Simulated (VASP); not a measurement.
Here is a VASP 6.6.1 calculation.

Contents of INCAR:

```
SYSTEM = Nb
  PREC = Accurate
  ENCUT = 520
  EDIFF = 1E-6
  ISMEAR = -1
  SIGMA = 0.08
  LREAL = .FALSE.
  LASPH = .TRUE.
  NELM = 60
  ALGO = Normal
  ISIF = 2
  LWAVE = .FALSE.
  LCHARG = .FALSE.
  GGA = PS
  NBANDS = 12
```

KPOINTS

```
regular mesh
0
G
  13 13 13
  0 0 0
```

POSCAR

```
Nb
1.0
   -0.0423000000      2.0938500000      2.0938500000
    2.0938500000     -0.0423000000      2.0938500000
    2.0938500000      2.0938500000     -0.0423000000
Nb
1
Direct
    0.0000000000      0.0000000000      0.0000000000
```

Potentials or basis: VASP PAW PBE potentials, release 64 (Nb_sv).

Launch:

```sh
$ cat potpaw_PBE.64/Nb_sv/POTCAR > POTCAR
$ mpirun -np 1 vasp_std > vasp.out
```

(1) Estimate the pressure.

Answers

(1) -7.0 GPa.

Caveat: the cell differs from its parent crystal (equal xy, yz and zx shear strains of -2 %); the PAW data sets were made with another functional, which shifts forces and pressure a little.
